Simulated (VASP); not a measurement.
# PbO2 (P4_2/mnm) in VASP: settings compared

The runs below take PbO2 through relaxation of cell and atoms, single point, with LDA, r2SCAN.

All numbers are computed with VASP 6.6.1; they aren't measurements. Logs are shortened: lines on timing, memory, paths and dates and some standing lists are left out, and cuts for length are marked.

## Step 1: The cell of the first run

Symmetry: P4_2/mnm, No. 136, tetragonal system. The conventional cell has a = 4.995 Å, b = 4.995 Å, c = 3.409 Å, α = 90.00°, β = 90.00°, γ = 90.00°. Pb (site symmetry mmm) has 6 O at 2.17 to 2.18 Å within 2.9 Å. Within 2.9 Å of O (site symmetry m2m) lie 3 Pb at 2.17 to 2.18 Å and 1 O at 2.72 Å.

## Step 2: Relaxation of cell and atoms, LDA

INCAR

```
SYSTEM = PbO2
PREC = Accurate ; ENCUT = 600
EDIFF = 1E-6 ; ISMEAR = -1
SIGMA = 0.05 ; LREAL = .False.
LASPH = .True. ; NELM = 80
ALGO = Normal ; ISIF = 3
LWAVE = .False. ; LCHARG = .False.
GGA = CA ; IBRION = 2
NSW = 60 ; EDIFFG = -0.01
```

KPOINTS

```
regular mesh
0
Gamma
  6 6 8
  0 0 0
```

POSCAR

```
PbO2
1.0
    4.9949598700      0.0000000000      0.0000000000
    0.0000000000      4.9949598700      0.0000000000
    0.0000000000      0.0000000000      3.4090009600
Pb O
2 4
Direct
    0.5000000000      0.5000000000      0.5000000000
    0.0000000000      0.0000000000      0.0000000000
    0.6925710400      0.6925710400      0.0000000000
    0.8074289600      0.1925710400      0.5000000000
    0.1925710400      0.8074289600      0.5000000000
    0.3074289600      0.3074289600      0.0000000000
```

Potentials or basis: VASP PAW LDA potentials, release 64 (Pb_d, O).

The run is started by

```console
$ cat potpaw_LDA.64/Pb_d/POTCAR potpaw_LDA.64/O/POTCAR > POTCAR
$ mpirun -np 1 vasp_std > vasp.out
```

OUTCAR:

```text
SYSTEM = PbO2
   PREC = Accurate
   ENCUT = 600
   EDIFF = 1E-6
   ISMEAR = -1
   LREAL = .False.
   LASPH = .True.
   NELM = 80
   ISIF = 3
   GGA = CA
   IBRION = 2
   NSW = 60
   EDIFFG = -0.01

 ion  position               nearest neighbor table
   1  0.500  0.500  0.500-   4 2.17   5 2.17   3 2.18   6 2.18   3 2.18   6 2.18   2 3.92   2 3.92
                             2 3.92   2 3.92   2 3.92   2 3.92   2 3.92   2 3.92
   2  0.000  0.000  0.000-   3 2.17   6 2.17   5 2.18   4 2.18   4 2.18   5 2.18   1 3.92   1 3.92
                             1 3.92   1 3.92   1 3.92   1 3.92   1 3.92   1 3.92
   3  0.693  0.693  0.000-   2 2.17   1 2.18   1 2.18
   4  0.807  0.193  0.500-   1 2.17   2 2.18   2 2.18
   5  0.193  0.807  0.500-   1 2.17   2 2.18   2 2.18
   6  0.307  0.307  0.000-   2 2.17   1 2.18   1 2.18

  LATTYP: Found a simple tetragonal cell.
 ALAT       =     4.9949598700
 C/A-ratio  =     0.6824881578

  Lattice vectors:

 A1 = (   4.9949598700,   0.0000000000,   0.0000000000)
 A2 = (   0.0000000000,   4.9949598700,   0.0000000000)
 A3 = (   0.0000000000,   0.0000000000,   3.4090009600)

Analysis of symmetry for initial positions (statically):
=====================================================================
 Subroutine PRICEL returns:
 Original cell was already a primitive cell.

 Routine SETGRP: Setting up the symmetry group for a
 simple tetragonal supercell.

 Subroutine GETGRP returns: Found 16 space group operations
 (whereof  8 operations were pure point group operations)
 out of a pool of 16 trial point group operations.

The static configuration has the point symmetry D_2h.
 The point group associated with its full space group is D_4h.

Analysis of symmetry for dynamics (positions and initial velocities):
=====================================================================
 Subroutine PRICEL returns:
 Original cell was already a primitive cell.

 Routine SETGRP: Setting up the symmetry group for a
 simple tetragonal supercell.

 Subroutine GETGRP returns: Found 16 space group operations
 (whereof  8 operations were pure point group operations)
 out of a pool of 16 trial point group operations.

The dynamic configuration has the point symmetry D_2h.
 The point group associated with its full space group is D_4h.

 Subroutine INISYM returns: Found 16 space group operations
 (whereof  8 operations are pure point group operations),
 and found     1 'primitive' translations

----------------------------------------------------------------------------------------

                                     Primitive cell

  volume of cell :      85.0533

  direct lattice vectors                    reciprocal lattice vectors
     4.994959870  0.000000000  0.000000000     0.200201809  0.000000000  0.000000000
     0.000000000  4.994959870  0.000000000     0.000000000  0.200201809  0.000000000
     0.000000000  0.000000000  3.409000960     0.000000000  0.000000000  0.293341073

  length of vectors
     4.994959870  4.994959870  3.409000960     0.200201809  0.200201809  0.293341073

  position of ions in fractional coordinates (direct lattice)
     0.500000000  0.500000000  0.500000000
     0.000000000  0.000000000  0.000000000
     0.692571040  0.692571040  0.000000000
     0.807428960  0.192571040  0.500000000
     0.192571040  0.807428960  0.500000000
     0.307428960  0.307428960  0.000000000

  ion indices of the primitive-cell ions
   primitive index   ion index
                 1           1
                 2           2
                 3           3
                 4           4
                 5           5
                 6           6

----------------------------------------------------------------------------------------

 KPOINTS: regular mesh

Automatic generation of k-mesh.
 Grid dimensions read from file:
 generate k-points for:    6    6    8

 Generating k-lattice:

  Cartesian coordinates                     Fractional coordinates (reciprocal lattice)
     0.033366968  0.000000000  0.000000000     0.166666667  0.000000000  0.000000000
     0.000000000  0.033366968  0.000000000     0.000000000  0.166666667  0.000000000
     0.000000000  0.000000000  0.036667634     0.000000000  0.000000000  0.125000000

  Length of vectors
     0.033366968  0.033366968  0.036667634

  Shift w.r.t. Gamma in fractional coordinates (k-lattice)
     0.000000000  0.000000000  0.000000000

 Subroutine IBZKPT returns following result:
 ===========================================

 Found     50 irreducible k-points:

 Following reciprocal coordinates:
            Coordinates               Weight
  0.000000  0.000000  0.000000      1.000000
  0.166667  0.000000  0.000000      4.000000
  0.333333  0.000000  0.000000      4.000000
  0.500000  0.000000  0.000000      2.000000
  0.166667  0.166667  0.000000      4.000000
  0.333333  0.166667  0.000000      8.000000
[... 16 lines left out ...]
  0.333333  0.000000  0.250000      8.000000
  0.500000  0.000000  0.250000      4.000000
 [... further k-points ...]
   k-points           NKPTS =     50   k-points in BZ     NKDIM =     50   number of bands    NBANDS=     31
   number of dos      NEDOS =    301   number of ions     NIONS =      6
   total plane-waves  NPLWV =  44800
   dimension x,y,z NGX =    40 NGY =   40 NGZ =   28
   dimension x,y,z NGXF=    80 NGYF=   80 NGZF=   56
   ions per type =               2   4
   NGX,Y,Z   is equivalent  to a cutoff of  13.31, 13.31, 13.65 a.u.
   NGXF,Y,Z  is equivalent  to a cutoff of  26.63, 26.63, 27.31 a.u.
 SYSTEM =  PbO2
   PREC   = accura    normal or accurate (medium, high low for compatibility)
   ISTART =      0    job   : 0-new  1-cont  2-samecut
   ICHARG =      2    charge: 1-file 2-atom 10-const
   ISPIN  =      1    spin polarized calculation?
   LNONCOLLINEAR =      F non collinear calculations
   LSORBIT =      F    spin-orbit coupling
   LASPH  =      T    aspherical Exc in radial PAW
   ENCUT  =  600.0 eV  44.10 Ry    6.64 a.u.   9.98  9.98  6.81*2*pi/ulx,y,z
   NELM   =     80;   NELMIN=  2; NELMDL= -5     # of ELM steps
   EDIFF  = 0.1E-05   stopping-criterion for ELM
   LREAL  =      F    real-space projection
   EDIFFG = -.1E-01   stopping-criterion for IOM
   NSW    =     60    number of steps for IOM
   IBRION =      2    ionic relax: 0-MD 1-quasi-New 2-CG
   NFREE  =      1    steps in history (QN), initial steepest desc. (CG)
   ISIF   =      3    stress and relaxation
   ISYM   =      2    0-nonsym 1-usesym 2-fastsym
   POTIM  = 0.5000    time-step for ionic-motion
   TEBEG  =    0.0;   TEEND  =   0.0 temperature during run
   PSTRESS=    0.0 pullay stress
   NELECT =      52.0000    total number of electrons
   NUPDOWN=      -1.0000    fix difference up-down
   EMIN   =  10.00;   EMAX   =-10.00  energy-range for DOS
   EFERMI =   0.00;   METHOD = LEGACY
   ISMEAR =    -1;   SIGMA  =   0.05  broadening in eV -4-tet -1-fermi 0-gaus
   EFERMI_NEDOS =   21; number of points for ismear=-14 and -15
   IALGO  =     38    algorithm
   IMIX   =      4    mixing-type and parameters
     AMIX     =   0.40;   BMIX     =  1.00
     AMIX_MAG =   1.60;   BMIX_MAG =  1.00
  volume/ion in A,a.u.               =      14.18        95.66
  Fermi-wavevector in a.u.,A,eV,Ry     =   1.389458  2.625696 26.267337  1.930595
  Thomas-Fermi vector in A             =   2.513487
   LORBIT       =      0    0 simple, 1 ext, 2 COOP (PROOUT), +10 PAW based schemes
   GGA     = CA    functional components
   LHFCALC =     F    Hartree Fock is set to
   AEXX    =    0.0000 exact exchange contribution
   IVDW    =     0    specifies the selected vdW correction
   LEPSILON=     F    determine dielectric tensor
   LRPA    =     F    only Hartree local field effects (RPA)
 conjugate gradient relaxation of ions
 non-spin polarized calculation
  energy-cutoff  :      600.00
  volume of cell :       85.05
 maximum number of plane-waves:      2864
 NGX is ok and might be reduce to    40
   NGX = 19   NGY = 19   NGZ = 13

--------------------------------------- Ionic step        1  -------------------------------------------

 number of electron      52.0000009 magnetization

 Free energy of the ion-electron system (eV)
  ---------------------------------------------------
  ext. energy  EPLUGINS =         0.00000000
  ---------------------------------------------------
  free energy    TOTEN  =       -36.63943351 eV

  energy without entropy =      -36.63534932  energy(sigma->0) =      -36.63739142

------------------------ aborting loop because EDIFF is reached ----------------------------------------

  FORCE on cell =-STRESS in cart. coord.  units (eV):
  Direction    XX          YY          ZZ          XY          YZ          ZX
  --------------------------------------------------------------------------------------
  -------------------------------------------------------------------------------------
  Total       -1.8825708     -1.8825708     -2.1248318     -0.0000000      0.0000000      0.0000000
  in kB      -35.4626165    -35.4626165    -40.0261678     -0.0000000      0.0000000      0.0000000
  external PRESSURE =     -36.9838002 kB  Pullay stress =       0.0000000 kB

 VOLUME and BASIS-vectors are now :
 -----------------------------------------------------------------------------
  energy-cutoff  :      600.00
  volume of cell :       85.05
      direct lattice vectors                 reciprocal lattice vectors
     4.994959870  0.000000000  0.000000000     0.200201809  0.000000000  0.000000000
     0.000000000  4.994959870  0.000000000     0.000000000  0.200201809  0.000000000
     0.000000000  0.000000000  3.409000960     0.000000000  0.000000000  0.293341073
[... 201 lines left out ...]
 POSITION                                       TOTAL-FORCE (eV/Angst)
 -----------------------------------------------------------------------------------
      2.47026      2.47026      1.69537         0.000000      0.000000      0.000000
      4.94052     -0.00000      0.00000        -0.000000      0.000000      0.000000
      3.42322      3.42322      0.00000        -0.016831     -0.016831     -0.000000
      3.98756      0.95296      1.69537         0.016831     -0.016831     -0.000000
      0.95296      3.98756      1.69537        -0.016831      0.016831      0.000000
      1.51730      1.51730      3.39075         0.016831      0.016831      0.000000
 -----------------------------------------------------------------------------------
    total drift:                               -0.000000     -0.000000     -0.000000

  FREE ENERGIE OF THE ION-ELECTRON SYSTEM (eV)
  ---------------------------------------------------
  free  energy   TOTEN  =       -36.6660160640 eV

  energy  without entropy=      -36.6630968859  energy(sigma->0) =      -36.66455647

--------------------------------------- Ionic step        7  -------------------------------------------

 number of electron      52.0000010 magnetization

 Free energy of the ion-electron system (eV)
  ---------------------------------------------------
  ext. energy  EPLUGINS =         0.00000000
  ---------------------------------------------------
  free energy    TOTEN  =       -36.66611307 eV

  energy without entropy =      -36.66319430  energy(sigma->0) =      -36.66465368

 E-fermi :   4.2811     XC(G=0): -11.2986

 val. band max:        4.1868686872   @ k =   0.0000   0.0000   0.1250
 cond. band min:       4.2959155713   @ k =   0.0000   0.0000   0.0000
 fundamental gap:      0.1090468842
 Fermi energy:         4.2810955675

 k-point     1 :       0.0000    0.0000    0.0000
  band No.  band energies     occupation
      1     -14.0159      2.00000
      2     -13.8969      2.00000
      3     -12.0571      2.00000
      4     -12.0571      2.00000
      5     -11.3362      2.00000
      6     -11.1006      2.00000
[... 805 lines left out ...]
     30      11.9212      0.00000
     31      12.9789      0.00000

 [... further k-points ...]

------------------------ aborting loop because EDIFF is reached ----------------------------------------

  FORCE on cell =-STRESS in cart. coord.  units (eV):
  Direction    XX          YY          ZZ          XY          YZ          ZX
  --------------------------------------------------------------------------------------
  -------------------------------------------------------------------------------------
  Total       -0.0150270     -0.0150270      0.0024359     -0.0000000      0.0000000      0.0000000
  in kB       -0.2908837     -0.2908837      0.0471531     -0.0000000      0.0000000      0.0000000
  external PRESSURE =      -0.1782048 kB  Pullay stress =       0.0000000 kB

 VOLUME and BASIS-vectors are now :
 -----------------------------------------------------------------------------
  energy-cutoff  :      600.00
  volume of cell :       82.77
      direct lattice vectors                 reciprocal lattice vectors
     4.938938425 -0.000000000  0.000000000     0.202472660 -0.000000000  0.000000000
     0.000000000  4.938938425  0.000000000     0.000000000  0.202472660  0.000000000
     0.000000000  0.000000000  3.393098529     0.000000000  0.000000000  0.294715874

 POSITION                                       TOTAL-FORCE (eV/Angst)
 -----------------------------------------------------------------------------------
      2.46947      2.46947      1.69655         0.000000     -0.000000      0.000000
      0.00000      0.00000      0.00000        -0.000000     -0.000000      0.000000
      3.42137      3.42137      3.39310        -0.006269     -0.006269      0.000000
      3.98703      0.95191      1.69655         0.006269     -0.006269      0.000000
      0.95191      3.98703      1.69655        -0.006269      0.006269      0.000000
      1.51756      1.51756      0.00000         0.006269      0.006269     -0.000000
 -----------------------------------------------------------------------------------
    total drift:                               -0.000000      0.000000     -0.000000

  FREE ENERGIE OF THE ION-ELECTRON SYSTEM (eV)
  ---------------------------------------------------
  free  energy   TOTEN  =       -36.6661130675 eV

  energy  without entropy=      -36.6631942959  energy(sigma->0) =      -36.66465368

 reached required accuracy - stopping structural energy minimisation
```

Run time: 3.6 min. Hardware: 1 thread of Intel Xeon 6975P-C (Granite Rapids), shared host; peak memory 0.27 GiB.

Results:

| Property | Result |
| --- | --- |
| Free energy | -36.6661 eV |
| Relaxed volume | 13.79 Å³/atom |
| Relaxed cell | a = 4.939 Å, b = 4.939 Å, c = 3.393 Å, α = 90.00°, β = 90.00°, γ = 90.00° |
| Space group after relaxing (to 0.1 Å) | P4_2/mnm (No. 136) |
| Energy gained by relaxing | 4.4 meV/atom |
| Ionic steps | 7 |
| Pressure after relaxing | 0.0 GPa |
| Largest force after relaxing | 0.009 eV/Å |
| Band gap on the k mesh | 0.11 eV (least direct gap 0.18 eV) |

Forces in eV/Å, atoms in the order of the input:
```
Pb   0.000  0.000  0.000
Pb   0.000  0.000  0.000
O   -0.006 -0.006  0.000
O    0.006 -0.006  0.000
O   -0.006  0.006  0.000
O    0.006  0.006  0.000
```

The path:
```
step  energy change (eV)  largest force (eV/Å)  pressure (GPa)  volume (Å³)
   1              0.0000                0.0400           -3.70        85.05
   2             -0.0040                0.1175            3.71        81.09
   3             -0.0253                0.0377           -0.05        82.94
   4             -0.0263                0.0066           -0.04        82.85
   5             -0.0266                0.0207           -0.01        82.77
   6             -0.0266                0.0238            0.01        82.76
   7             -0.0267                0.0089           -0.02        82.77
```

Final structure:
```cif
data_structure
_symmetry_space_group_name_H-M 'P 1'
_symmetry_Int_Tables_number 1
_cell_length_a 4.9389
_cell_length_b 4.9389
_cell_length_c 3.3931
_cell_angle_alpha 90.000
_cell_angle_beta 90.000
_cell_angle_gamma 90.000
_cell_volume 82.77
loop_
_atom_site_label
_atom_site_type_symbol
_atom_site_fract_x
_atom_site_fract_y
_atom_site_fract_z
_atom_site_occupancy
Pb1 Pb 0.50000 0.50000 0.50000 1
Pb2 Pb 0.00000 0.00000 0.00000 1
O1 O 0.69273 0.69273 0.00000 1
O2 O 0.80727 0.19273 0.50000 1
O3 O 0.19273 0.80727 0.50000 1
O4 O 0.30727 0.30727 0.00000 1
```

Caveat: spin-orbit coupling is left out, which moves the levels of the heavy elements.

## Step 3: Single point, r2SCAN

This run uses another cell than the first one, of 14.11 Å³/atom.

POSCAR

```
PbO2
1.0
    4.9856215646      0.0000000000      0.0000000000
    0.0000000000      4.9856215646      0.0000000000
    0.0000000000      0.0000000000      3.4049836135
Pb O
2 4
Direct
    0.5000000000      0.5000000000      0.5000000000
    0.0000000000      0.0000000000      0.0000000000
    0.6927160711      0.6927160711      0.0000000000
    0.8072839289      0.1927160711      0.5000000000
    0.1927160711      0.8072839289      0.5000000000
    0.3072839289      0.3072839289      0.0000000000
```

INCAR.step1

```
ALGO = Normal
EDIFF = 1E-4
ENCUT = 520
GGA = PE
ISMEAR = -1
LASPH = True
LCHARG = False
LREAL = False
LWAVE = True
NBANDS = 35
NELM = 60
PREC = Accurate
SIGMA = 0.05
```

INCAR.step2

```
ALGO = Normal
EDIFF = 1E-6
ENCUT = 520
ISIF = 2
ISMEAR = -1
ISTART = 1
LASPH = True
LCHARG = False
LMIXTAU = True
LREAL = False
LWAVE = False
METAGGA = R2SCAN
NBANDS = 35
NELM = 60
PREC = Accurate
SIGMA = 0.05
```

KPOINTS

```
k-points
0
Gamma
  5 5 6
```

Potentials or basis: VASP PAW PBE potentials, release 64 (Pb_d, O).

The run is started by

```console
$ cat potpaw_PBE.64/Pb_d/POTCAR potpaw_PBE.64/O/POTCAR > POTCAR
$ cp INCAR.step1 INCAR
$ mpirun -np 1 vasp_std > vasp.out
$ cp INCAR.step2 INCAR
$ mpirun -np 1 vasp_std > vasp.out
```

Wall time 3 min (1 thread of Intel Xeon Platinum 8375C at 2.90GHz (Ice Lake), shared host); peak memory 0.24 GiB.

It converged, with:

| Item | Value |
| --- | --- |
| Free energy | -142.2645 eV |
| Pressure | 0.9 GPa |
| Largest force | 0.019 eV/Å |
| Band gap on the k mesh | 0.15 eV (least direct gap 0.53 eV) |

Forces in eV/Å, atoms in the order of the input:
```
Pb   0.000  0.000  0.000
Pb   0.000  0.000  0.000
O    0.014  0.014  0.000
O   -0.014  0.014  0.000
O    0.014 -0.014  0.000
O   -0.014 -0.014  0.000
```

Stress tensor (GPa, compression positive):
```
0.74 0.00 0.00
0.00 0.74 0.00
0.00 0.00 1.20
```

Levels at points of the mesh, in eV from the valence-band top:
```tsv
k point	band 22	band 23	band 24	band 25	band 26	band 27	band 28	band 29	band 30	band 31
(0.00, 0.00, 0.00)	-0.51	-0.51	-0.44	-0.44	-0.38	0.15	4.89	6.67	6.67	10.37
(0.00, 0.00, 0.50)	-1.85	-1.07	-1.07	-0.73	-0.73	4.38	4.38	9.77	9.77	10.62
```

Caveat: the PAW data sets were made with another functional, which shifts forces and pressure a little; spin-orbit coupling is left out, which moves the levels of the heavy elements. A k mesh can miss the band edges.

The gap in the log of VASP goes by the Fermi energy; the results here count the filled bands.